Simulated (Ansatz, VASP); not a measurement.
# Two plane-wave programs on PbS

INCAR

```
  ALGO = Normal
  EDIFF = 1E-6
  ENCUT = 520
  GGA = PS
  ISIF = 2
  ISMEAR = 0
  LASPH = T
  LCHARG = F
  LREAL = F
  LWAVE = F
  NBANDS = 28
  NELM = 80
  PREC = Accurate
  SIGMA = 0.05
```

Contents of KPOINTS:

```
k-points
0
Gamma
  8 8 6
```

File POSCAR:

```
PbS
1.0
    2.0799526950     -5.9912968650     -0.0207995269
    2.0799526950      5.9912968650     -0.0207995269
   -0.0427932094      0.0000000000      4.2793209400
Pb S
2 2
Direct
    0.8694366500      0.1305633500      0.7500000000
    0.1305633500      0.8694366500      0.2500000000
    0.6452029100      0.3547970900      0.7500000000
    0.3547970900      0.6452029100      0.2500000000
```

Input for Ansatz:

```yaml
crystal:
  lattice:
    - [2.079952695, -5.991296865, -0.0207995269]
    - [2.079952695, 5.991296865, -0.0207995269]
    - [-0.0427932094, 0.0, 4.27932094]
  atoms:
    - { symbol: Pb, position: [0.86943665, 0.13056335, 0.75] }
    - { symbol: Pb, position: [0.13056335, 0.86943665, 0.25] }
    - { symbol: S, position: [0.64520291, 0.35479709, 0.75] }
    - { symbol: S, position: [0.35479709, 0.64520291, 0.25] }
basis:
  ecutwfc: 420
kpoints:
  mp_grid: { grid: [8, 8, 6] }
hamiltonian:
  xc: pbesol
scf:
  occupations: { method: gaussian, width: 0.05 }
output:
  forces: true
  stress: true
  eigenvalues: true
```

Change from the starting cell: strain -0.0200 x Voigt [0, 0, 0, 0, 1, 0], atoms carried along.

Alike in both runs: task single point; functional PBEsol; k mesh 8 × 8 × 6; occupations gaussian, width 0.05 eV; no spin polarisation.

```csv
,VASP,Ansatz
version,VASP 6.6.1,Ansatz 0.2.0
potentials or method,"VASP PAW PBE potentials, release 64 (Pb_d, S), cutoff 520 eV","scalar-relativistic, plane waves, PAW"
valence electrons in the cell,40,40
```

Ansatz gave:

```
gap on the k mesh at the Fermi level (eV)                     : 1.13
least direct gap on the mesh (eV)                             : 1.32
pressure (GPa)                                                : -1.8
traceless stress, the component that is largest in VASP (GPa) : 1.06
rms of the force components (eV/Å)                            : 0.014
```

What did VASP give for the same quantities?

gap on the k mesh at the Fermi level (eV): 1.13; least direct gap on the mesh (eV): 1.32; pressure (GPa): -1.9; traceless stress, the component that is largest in VASP (GPa): 1.06; rms of the force components (eV/Å): 0.016.

VASP's potentials were made for PBE, not for PBEsol. Atom by atom the forces differ by 0.001 eV/Å (rms over components). The functional is the same, so the differences come from potentials, cutoffs and numerics.

Neither program's run includes spin-orbit coupling.
